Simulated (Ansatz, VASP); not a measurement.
## One calculation of HfCdSi, two programs

Contents of INCAR:

```
SYSTEM = HfCdSi
PREC = Accurate
ENCUT = 520
EDIFF = 1E-6
ISMEAR = 1
SIGMA = 0.056
LREAL = .False.
LASPH = .True.
NELM = 60
ALGO = Normal
ISIF = 2
LWAVE = .False.
LCHARG = .False.
GGA = CA
NBANDS = 35
```

KPOINTS

```
regular mesh
0
Gamma
  9 9 4
  0 0 0
```

The input POSCAR:

```
HfCdSi
1.0
    3.5853130000      0.0000000000      0.0000000000
    0.0000000000      3.5853130000      0.0000000000
    0.0000000000      0.0000000000      9.2245080000
Si Hf Cd
2 2 2
Direct
    0.0000000000      0.0000000000      0.0000000000
    0.5000000000      0.5000000000      0.0000000000
    0.0000000000      0.5000000000      0.2250000000
    0.5000000000      0.0000000000      0.7750000000
    0.0000000000      0.5000000000      0.6360000000
    0.5000000000      0.0000000000      0.3640000000
```

Input for Ansatz:

```yaml
crystal:
  lattice:
    - [3.585313, 0.0, 0.0]
    - [0.0, 3.585313, 0.0]
    - [0.0, 0.0, 9.224508]
  atoms:
    - { symbol: Si, position: [0.0, 0.0, 0.0] }
    - { symbol: Si, position: [0.5, 0.5, 0.0] }
    - { symbol: Hf, position: [0.0, 0.5, 0.225] }
    - { symbol: Hf, position: [0.5, 0.0, 0.775] }
    - { symbol: Cd, position: [0.0, 0.5, 0.636] }
    - { symbol: Cd, position: [0.5, 0.0, 0.364] }
  symmetry: { tolerance: 0.0003 }
kpoints:
  mp_grid: { grid: [9, 9, 4], shift: [0, 0, 0] }
  band_path:
    path:
      - [0.0, 0.0, 0.0]
      - [0.0, 0.5, 0.0]
      - [0.5, 0.5, 0.0]
      - [0.0, 0.0, 0.0]
      - [0.0, 0.0, 0.5]
      - [0.0, 0.5, 0.5]
      - [0.5, 0.5, 0.5]
      - [0.0, 0.0, 0.5]
      - [0.0, 0.5, 0.0]
      - [0.0, 0.5, 0.5]
      - [0.5, 0.5, 0.0]
    npoints: 6
magnetization:
  spin_polarized: false
scf:
  occupations: { method: methfessel_paxton, width: 0.056 }
  lower_state_search: "off"
  max_iter: 200
hamiltonian:
  pseudopotentials: { kind: paw }
  xc: lda
basis:
  ecutwfc: 420
  fft_grid_basis: typed
output:
  forces: true
  stress: true
  eigenvalues: true
  bader: true
  populations: true
  elf: true
  write_potential: true
  volumetric_format: npy
  dos:
    e_range: [-12, 8]
    de: 0.05
    projected: { site_lists: { Cd: [Cd], Hf: [Hf], Si: [Si] } }
checkpoint:
  read: saved_state
```

Alike in both runs: task single point; functional LDA; k mesh 9 × 9 × 4; occupations methfessel-paxton of order 1, width 0.056 eV; no spin polarisation.

|  | VASP | Ansatz |
| --- | --- | --- |
| version | VASP 6.6.1 | Ansatz 0.2.0 |
| potentials or method | VASP PAW LDA potentials, release 64 (Si, Hf_pv, Cd), cutoff 520 eV | PAW plane waves |
| valence electrons in the cell | 52 | 100 |

```csv
,VASP,Ansatz,Ansatz less VASP
pressure (GPa),-1.4,-1.6,-0.27
"traceless stress, the component that is largest in VASP (GPa)",1.00,0.94,-0.063
rms of the force components (eV/Å),0.616,0.611,-0.0049
```

LDA's correlation is that of Perdew and Zunger in VASP and of Perdew and Wang (1992) in Ansatz. Atom by atom the forces differ by 0.007 eV/Å (rms over components). VASP's potentials hold 52 valence electrons a cell and Ansatz's 100, so a difference there can come from the potentials and not from the codes.

Neither program's run includes spin-orbit coupling.
